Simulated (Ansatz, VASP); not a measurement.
# One calculation of Ga, two programs

```
CELL_PARAMETERS angstrom
-1.64654 1.64654 1.64654
1.64654 -1.64654 1.64654
1.64654 1.64654 -1.64654
ATOMIC_POSITIONS crystal
Ga 0.00000 0.00000 0.00000
```

Alike in both runs: task relaxation of cell and atoms; functional PBEsol; k mesh 18 × 18 × 18; occupations gaussian, width 0.1 eV; no spin polarisation.

|  | VASP | Ansatz |
| --- | --- | --- |
| version | VASP 6.6.1 | Ansatz 0.2.0 |
| potentials or method | VASP PAW PBE potentials, release 64 (Ga_d), cutoff 600 eV | scalar-relativistic, plane waves, PAW |
| valence electrons in the cell | 13 | 13 |

|  | VASP | Ansatz | Ansatz less VASP |
| --- | --- | --- | --- |
| gap on the k mesh at the Fermi level, each at its own relaxed structure (eV) | none | none | - |
| relaxed volume (Å³/atom) | 17.94 | 17.95 | +0.014 |
| relaxed cell length with the largest relative difference (Å) | 2.856 | 2.857 | +0.0007 |

VASP's potentials were made for PBE, not for PBEsol. A gap of «none» marks a metal or a gap that the smearing closes.
